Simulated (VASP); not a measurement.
A run of VASP 6.6.1:

INCAR

```
SYSTEM = Ti
ALGO = Normal
DIPOL = 0.5 0.5 0.500
EDIFF = 1E-6
ENCUT = 520
GGA = PE
IDIPOL = 3
ISIF = 2
ISMEAR = -1
LASPH = .True.
LCHARG = .False.
LDIPOL = .True.
LREAL = .False.
LWAVE = .False.
NBANDS = 32
NELM = 80
PREC = Accurate
SIGMA = 0.05
```

KPOINTS

```
k-points
0
Gamma
  13 13 1
  0 0 0
```

Contents of POSCAR:

```
Ti
1.0
    2.9399472394      0.0000000000      0.0000000000
   -1.4699736197      2.5460689951      0.0000000000
    0.0000000000      0.0000000000     22.9718000000
Ti
4
Direct
    0.8333333333      0.1666666667      0.3532811936
    0.1666666667      0.8333333333      0.4467385393
    0.8333333333      0.1666666667      0.5532614607
    0.1666666667      0.8333333333      0.6467188065
```

Potentials or basis: VASP PAW PBE potentials, release 64 (Ti_sv).

Command:

```bash
$ cat potpaw_PBE.64/Ti_sv/POTCAR > POTCAR
$ mpirun -np 1 vasp_std > vasp.out
```

Hardware: 1 thread of Intel Xeon 8259CL (shared host).

Estimate the wall time of this run.

It took 7 min on 1 thread of Intel Xeon 8259CL (shared host), peak memory 0.34 GiB. Counts: scf iterations 26, k points 21.
